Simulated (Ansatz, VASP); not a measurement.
## KI: VASP beside Ansatz

```xyz
2
Lattice="0.0000 3.3334 3.3334 3.3334 0.0000 3.3334 3.3334 3.3334 0.0000" Properties=species:S:1:pos:R:3 pbc="T T T"
K     0.0000    0.0000    0.0000
I     3.3334    3.3334    3.3334
```

Change from the starting cell: hydrostatic strain -6.0%.

Alike in both runs: task single point; functional PBE; k mesh 6 × 6 × 6; occupations fermi-dirac, width 0.02 eV; no spin polarisation.

```csv
,VASP,Ansatz
version,VASP 6.6.1,Ansatz 0.2.0
potentials or method,"VASP PAW PBE potentials, release 64 (K_sv, I)","plane waves, PAW"
plane-wave cutoff (eV),520,420
valence electrons in the cell,16,26
```

|  | VASP | Ansatz | Ansatz less VASP |
| --- | --- | --- | --- |
| gap on the k mesh at the Fermi level (eV) | 4.42 | 4.43 | +0.006 |
| pressure (GPa) | 4.1 | 4.1 | -0.07 |

VASP's potentials hold 16 valence electrons a cell and Ansatz's 26, so a difference there can come from the potentials and not from the codes.

Neither program's run includes spin-orbit coupling.
